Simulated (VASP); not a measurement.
# Au in VASP: further runs

Runs on Au. Level: PBE. Tasks: relaxation of cell and atoms, single point.

Everything below comes from runs of VASP 6.6.1. Logs are shortened: lines on timing, memory, paths and dates and some standing lists are left out, and cuts for length are marked.

## Step 1: The cell of the first run

It takes space group Fm-3m (No. 225, cubic). Conventional cell: a = 4.119 Å, b = 4.119 Å, c = 4.119 Å, α = 90.00°, β = 90.00°, γ = 90.00°. Within 3.8 Å of Au (site symmetry m-3m) lie 12 Au at 2.91 Å.

## Step 2: Relaxation of cell and atoms, PBE, target pressure 3 GPa, at which the enthalpy is minimised

Input file INCAR:

```
SYSTEM = Au
ALGO     = Fast           ! electronic algorithm
EDIFF    = 1E-6           ! SCF threshold, eV
EDIFFG   = -0.008         ! ionic threshold
ENCUT    = 600            ! plane-wave cutoff, eV
GGA      = PE             ! functional
IBRION   = 2              ! ionic algorithm
ISIF     = 3              ! what is computed and relaxed
ISMEAR   = 0              ! smearing method
LASPH    = .True.         ! aspherical terms in the spheres
LCHARG   = .False.        ! write CHGCAR
LREAL    = .False.        ! projectors in reciprocal space
LWAVE    = .False.        ! write WAVECAR
NELM     = 100            ! most SCF steps
NSW      = 70             ! ionic steps
PREC     = Accurate       ! precision mode
PSTRESS  = 30.0         
SIGMA    = 0.1            ! smearing width, eV
```

Input file KPOINTS:

```
k-points
0
Gamma
  18 18 18
  0 0 0
```

Input file POSCAR:

```
Au
1.0
    0.0000000000      2.0594453398      2.0594453398
    2.0594453398      0.0000000000      2.0594453398
    2.0594453398      2.0594453398      0.0000000000
Au
1
Direct
    0.0000000000      0.0000000000      0.0000000000
```

Potentials or basis: VASP PAW PBE potentials, release 64 (Au).

On the command line:

```
> cat potpaw_PBE.64/Au/POTCAR > POTCAR
> mpirun -np 1 vasp_std > vasp.out
```

OUTCAR:

```text
SYSTEM = Au
   EDIFF = 1E-6
   EDIFFG = -0.008
   ENCUT = 600
   GGA = PE
   IBRION = 2
   ISIF = 3
   ISMEAR = 0
   LASPH = .True.
   LREAL = .False.
   NELM = 100
   NSW = 70
   PREC = Accurate
   PSTRESS = 30.0

 ion  position               nearest neighbor table
   1  0.000  0.000  0.000-

  LATTYP: Found a face centered cubic cell.
 ALAT       =     4.1188906796

  Lattice vectors:

 A1 = (   0.0000000000,   2.0594453398,   2.0594453398)
 A2 = (   2.0594453398,   0.0000000000,   2.0594453398)
 A3 = (   2.0594453398,   2.0594453398,   0.0000000000)

Analysis of symmetry for initial positions (statically):
=====================================================================
 Subroutine PRICEL returns:
 Original cell was already a primitive cell.

 Routine SETGRP: Setting up the symmetry group for a
 face centered cubic supercell.

 Subroutine GETGRP returns: Found 48 space group operations
 (whereof 48 operations were pure point group operations)
 out of a pool of 48 trial point group operations.

The static configuration has the point symmetry O_h .

Analysis of symmetry for dynamics (positions and initial velocities):
=====================================================================
 Subroutine PRICEL returns:
 Original cell was already a primitive cell.

 Routine SETGRP: Setting up the symmetry group for a
 face centered cubic supercell.

 Subroutine GETGRP returns: Found 48 space group operations
 (whereof 48 operations were pure point group operations)
 out of a pool of 48 trial point group operations.

The dynamic configuration has the point symmetry O_h .

 Subroutine INISYM returns: Found 48 space group operations
 (whereof 48 operations are pure point group operations),
 and found     1 'primitive' translations

----------------------------------------------------------------------------------------

                                     Primitive cell

  volume of cell :      17.4695

  direct lattice vectors                    reciprocal lattice vectors
     0.000000000  2.059445340  2.059445340    -0.242783817  0.242783817  0.242783817
     2.059445340  0.000000000  2.059445340     0.242783817 -0.242783817  0.242783817
     2.059445340  2.059445340  0.000000000     0.242783817  0.242783817 -0.242783817

  length of vectors
     2.912495531  2.912495531  2.912495531     0.420513906  0.420513906  0.420513906

  position of ions in fractional coordinates (direct lattice)
     0.000000000  0.000000000  0.000000000

  ion indices of the primitive-cell ions
   primitive index   ion index
                 1           1

----------------------------------------------------------------------------------------

 KPOINTS: k-points

Automatic generation of k-mesh.
 Grid dimensions read from file:
 generate k-points for:   18   18   18

 Generating k-lattice:

  Cartesian coordinates                     Fractional coordinates (reciprocal lattice)
    -0.013487990  0.013487990  0.013487990     0.055555556  0.000000000  0.000000000
     0.013487990 -0.013487990  0.013487990     0.000000000  0.055555556  0.000000000
     0.013487990  0.013487990 -0.013487990     0.000000000  0.000000000  0.055555556

  Length of vectors
     0.023361884  0.023361884  0.023361884

  Shift w.r.t. Gamma in fractional coordinates (k-lattice)
     0.000000000  0.000000000  0.000000000

 Subroutine IBZKPT returns following result:
 ===========================================

 Found    195 irreducible k-points:

 Following reciprocal coordinates:
            Coordinates               Weight
  0.000000  0.000000  0.000000      1.000000
  0.055556  0.000000  0.000000      8.000000
  0.111111  0.000000  0.000000      8.000000
  0.166667  0.000000  0.000000      8.000000
  0.222222  0.000000  0.000000      8.000000
  0.277778  0.000000  0.000000      8.000000
[... 16 lines left out ...]
 -0.277778  0.055556  0.000000     24.000000
 -0.222222  0.055556  0.000000     24.000000
 [... further k-points ...]
   k-points           NKPTS =    195   k-points in BZ     NKDIM =    195   number of bands    NBANDS=      9
   number of dos      NEDOS =    301   number of ions     NIONS =      1
   total plane-waves  NPLWV =  13824
   dimension x,y,z NGX =    24 NGY =   24 NGZ =   24
   dimension x,y,z NGXF=    48 NGYF=   48 NGZF=   48
   ions per type =               1
   NGX,Y,Z   is equivalent  to a cutoff of  13.70, 13.70, 13.70 a.u.
   NGXF,Y,Z  is equivalent  to a cutoff of  27.40, 27.40, 27.40 a.u.
 SYSTEM =  Au
   PREC   = accura    normal or accurate (medium, high low for compatibility)
   ISTART =      0    job   : 0-new  1-cont  2-samecut
   ICHARG =      2    charge: 1-file 2-atom 10-const
   ISPIN  =      1    spin polarized calculation?
   LNONCOLLINEAR =      F non collinear calculations
   LSORBIT =      F    spin-orbit coupling
   LASPH  =      T    aspherical Exc in radial PAW
   ENCUT  =  600.0 eV  44.10 Ry    6.64 a.u.   5.82  5.82  5.82*2*pi/ulx,y,z
   NELM   =    100;   NELMIN=  2; NELMDL= -5     # of ELM steps
   EDIFF  = 0.1E-05   stopping-criterion for ELM
   LREAL  =      F    real-space projection
   EDIFFG = -.8E-02   stopping-criterion for IOM
   NSW    =     70    number of steps for IOM
   IBRION =      2    ionic relax: 0-MD 1-quasi-New 2-CG
   NFREE  =      1    steps in history (QN), initial steepest desc. (CG)
   ISIF   =      3    stress and relaxation
   ISYM   =      2    0-nonsym 1-usesym 2-fastsym
   POTIM  = 0.5000    time-step for ionic-motion
   TEBEG  =    0.0;   TEEND  =   0.0 temperature during run
   PSTRESS=   30.0 pullay stress
   NELECT =      11.0000    total number of electrons
   NUPDOWN=      -1.0000    fix difference up-down
   EMIN   =  10.00;   EMAX   =-10.00  energy-range for DOS
   EFERMI =   0.00;   METHOD = LEGACY
   ISMEAR =     0;   SIGMA  =   0.10  broadening in eV -4-tet -1-fermi 0-gaus
   EFERMI_NEDOS =   21; number of points for ismear=-14 and -15
   IALGO  =     68    algorithm
   IMIX   =      4    mixing-type and parameters
     AMIX     =   0.40;   BMIX     =  1.00
     AMIX_MAG =   1.60;   BMIX_MAG =  1.00
  volume/ion in A,a.u.               =      17.47       117.89
  Fermi-wavevector in a.u.,A,eV,Ry     =   1.403176  2.651618 26.788547  1.968903
  Thomas-Fermi vector in A             =   2.525864
   LORBIT       =      0    0 simple, 1 ext, 2 COOP (PROOUT), +10 PAW based schemes
   GGA     = PE    functional components
   LHFCALC =     F    Hartree Fock is set to
   AEXX    =    0.0000 exact exchange contribution
   IVDW    =     0    specifies the selected vdW correction
   LEPSILON=     F    determine dielectric tensor
   LRPA    =     F    only Hartree local field effects (RPA)
 conjugate gradient relaxation of ions
 non-spin polarized calculation
 RMM-DIIS sequential band-by-band and
 Gauss-broadening in eV      SIGMA  =   0.10
  energy-cutoff  :      600.00
  volume of cell :       17.47
 maximum number of plane-waves:       594
   NGX = 11   NGY = 11   NGZ = 11

--------------------------------------- Ionic step        1  -------------------------------------------

 number of electron      11.0000001 magnetization

 Free energy of the ion-electron system (eV)
  ---------------------------------------------------
  ext. energy  EPLUGINS =         0.00000000
  ---------------------------------------------------
  free energy    TOTEN  =        -3.21616053 eV

  energy without entropy =       -3.21484986  energy(sigma->0) =       -3.21550519

------------------------ aborting loop because EDIFF is reached ----------------------------------------

  FORCE on cell =-STRESS in cart. coord.  units (eV):
  Direction    XX          YY          ZZ          XY          YZ          ZX
  --------------------------------------------------------------------------------------
  -------------------------------------------------------------------------------------
  Total        0.4637347      0.4637347      0.4637347      0.0000000      0.0000000     -0.0000000
  in kB       42.5303862     42.5303862     42.5303862      0.0000000      0.0000000     -0.0000000
  external PRESSURE =      12.5303862 kB  Pullay stress =      30.0000000 kB
[... 59 lines left out ...]
  enthalpy is  TOTEN    =        -2.8881248372 eV   P V=        0.3336190891

--------------------------------------- Ionic step        3  -------------------------------------------

 number of electron      11.0000001 magnetization

 Free energy of the ion-electron system (eV)
  ---------------------------------------------------
  ext. energy  EPLUGINS =         0.00000000
  ---------------------------------------------------
  free energy    TOTEN  =        -3.21888700 eV

  energy without entropy =       -3.21758688  energy(sigma->0) =       -3.21823694

 E-fermi :   8.9160     XC(G=0): -12.5273

 val. band max:        8.9067512557   @ k =   0.5000   0.2778   0.1111
 cond. band min:       8.9345329841   @ k =   0.5000   0.1667   0.0556
 fundamental gap:      0.0277817284
 Fermi energy:         8.9160425595

 k-point     1 :       0.0000    0.0000    0.0000
  band No.  band energies     occupation
      1      -0.5708      2.00000
      2       4.4290      2.00000
      3       4.4290      2.00000
      4       4.4290      2.00000
      5       5.8609      2.00000
      6       5.8609      2.00000
      7      23.5144      0.00000
      8      27.3315      0.00000
      9      27.3315      0.00000
[... 265 lines left out ...]
 k-point    24 :      -0.2222    0.0556    0.0000
  band No.  band energies     occupation
      1       1.1799      2.00000
      2       4.1857      2.00000
      3       4.7205      2.00000
      4       4.7547      2.00000
      5       5.7758      2.00000
      6       6.2311      2.00000
      7      20.3305      0.00000
      8      24.4961      0.00000
      9      27.1831      0.00000

 [... further k-points ...]
[... 5 lines left out ...]
  --------------------------------------------------------------------------------------
  -------------------------------------------------------------------------------------
  Total        0.3304930      0.3304930      0.3304930      0.0000000     -0.0000000      0.0000000
  in kB       30.1003089     30.1003089     30.1003089      0.0000000     -0.0000000      0.0000000
  external PRESSURE =       0.1003089 kB  Pullay stress =      30.0000000 kB
[... 16 lines left out ...]
  FREE ENERGIE OF THE ION-ELECTRON SYSTEM (eV)
  ---------------------------------------------------
  free  energy   TOTEN  =        -3.2188869960 eV

  energy  without entropy=       -3.2175868753  energy(sigma->0) =       -3.21823694

  enthalpy is  TOTEN    =        -2.8894953711 eV   P V=        0.3293916249

 reached required accuracy - stopping structural energy minimisation
```

Wall time 21 s (1 thread of Intel Xeon 6975P-C (Granite Rapids), shared host); peak memory 0.17 GiB.

What came out:

| Item | Value |
| --- | --- |
| Free energy | -3.2189 eV |
| Relaxed volume | 17.59 Å³/atom |
| Relaxed cell | a = 2.919 Å, b = 2.919 Å, c = 2.919 Å, α = 60.00°, β = 60.00°, γ = 60.00° |
| Space group after relaxing (to 0.05 Å) | Fm-3m (No. 225) |
| Energy change on relaxing (the enthalpy is what falls) | -2.7 meV/atom |
| Ionic steps | 3 |
| Pressure after relaxing | 3.0 GPa |

Step by step:
```csv
step,energy change (eV),largest force (eV/Å),pressure (GPa),volume (Å³)
1,0.0000,0.0000,4.25,17.47
2,-0.0056,0.0000,1.13,17.82
3,-0.0027,0.0000,3.01,17.59
```

Final structure:
```
CELL_PARAMETERS angstrom
0.00000 2.06423 2.06423
2.06423 0.00000 2.06423
2.06423 2.06423 0.00000
ATOMIC_POSITIONS crystal
Au 0.00000 0.00000 0.00000
```

Levels at points of the mesh, in eV from the Fermi level:
```
           k point  band 3  band 4  band 5  band 6  band 7  band 8  band 9
(0.00, 0.00, 0.00)   -4.49   -4.49   -3.06   -3.06   14.60   18.42   18.42
(0.50, 0.00, 0.00)   -4.52   -1.92   -1.92   -0.77    2.94   14.04   16.93
(0.50, 0.50, 0.00)   -1.96   -1.62   -1.62    1.15    5.56    9.96    9.96
```

Caveat: the cell is relaxed towards a set pressure, so the enthalpy falls and the energy may rise; spin-orbit coupling is left out, which moves the levels of the heavy elements.

## Step 3: Single point, PBE (biaxial strain in the a-b plane: +1.0 %, then relaxed in part)

Input file INCAR:

```
SYSTEM = Au
PREC     = Accurate       ! precision mode
ENCUT    = 520            ! plane-wave cutoff, eV
EDIFF    = 1E-6           ! SCF threshold, eV
ISMEAR   = 0              ! smearing method
SIGMA    = 0.1            ! smearing width, eV
LREAL    = .FALSE.        ! projectors in reciprocal space
LASPH    = .TRUE.         ! aspherical terms in the spheres
NELM     = 60             ! most SCF steps
ALGO     = Fast           ! electronic algorithm
ISIF     = 2              ! what is computed and relaxed
LWAVE    = .FALSE.        ! write WAVECAR
LCHARG   = .FALSE.        ! write CHGCAR
GGA      = PE             ! functional
NBANDS   = 18             ! bands
```

Input file KPOINTS:

```
Automatic mesh
0
G
  18 18 12
  0 0 0
```

Input file POSCAR:

```
Au
1.0
    2.0997375601      2.0997375601      0.0000000000
   -2.0997375601      2.0997375601      0.0000000000
    0.0000000000      0.0000000000      4.0823393216
Au
2
Direct
    0.0000000000      0.0000000000      0.0000000000
    0.5000000000      0.5000000000      0.5000000000
```

Potentials or basis: VASP PAW PBE potentials, release 64 (Au).

On the command line:

```
> cat potpaw_PBE.64/Au/POTCAR > POTCAR
> mpirun -np 1 vasp_std > vasp.out
```

It took 73 s on 1 thread of Intel Xeon Platinum 8488C (Sapphire Rapids), shared host; peak memory 0.31 GiB.

It converged, with:

```
Free energy            : -6.4421 eV
Pressure               : -0.3 GPa
Band gap on the k mesh : zero (band 11 reaches 12.84 eV, above the bottom of band 12 at 5.99 eV)
```

Stress tensor (GPa, compression positive):
```
-0.44  0.00  0.00
 0.00 -0.44  0.00
 0.00  0.00 -0.15
```

Levels at points of the mesh, in eV from the Fermi level:
```csv
k point,band 7,band 8,band 9,band 10,band 11,band 12,band 13,band 14,band 15,band 16
"(0.00, 0.00, 0.00)",-3.18,-2.94,-2.02,-1.67,-1.67,1.47,5.74,9.51,9.51,14.57
"(0.50, 0.00, 0.00)",-3.62,-3.62,-3.11,-3.11,-0.50,-0.50,8.57,8.57,10.05,10.05
"(0.50, 0.50, 0.00)",-1.77,-1.77,-1.60,-1.60,1.00,1.00,5.12,5.12,9.98,9.98
"(0.00, 0.00, 0.50)",-3.37,-3.37,-3.37,-3.37,-2.63,-2.63,14.21,14.21,14.21,14.21
"(0.50, 0.00, 0.50)",-2.03,-2.03,-1.91,-1.91,-0.73,-0.73,2.77,2.77,13.96,13.96
"(0.50, 0.50, 0.50)",-3.16,-3.16,-1.77,-1.77,4.17,4.17,6.15,6.15,6.15,6.15
```

Caveat: the cell differs from its parent crystal (biaxial strain in the a-b plane: +1.0 %, then relaxed in part); spin-orbit coupling is left out, which moves the levels of the heavy elements.

[end of part 1 of 2]
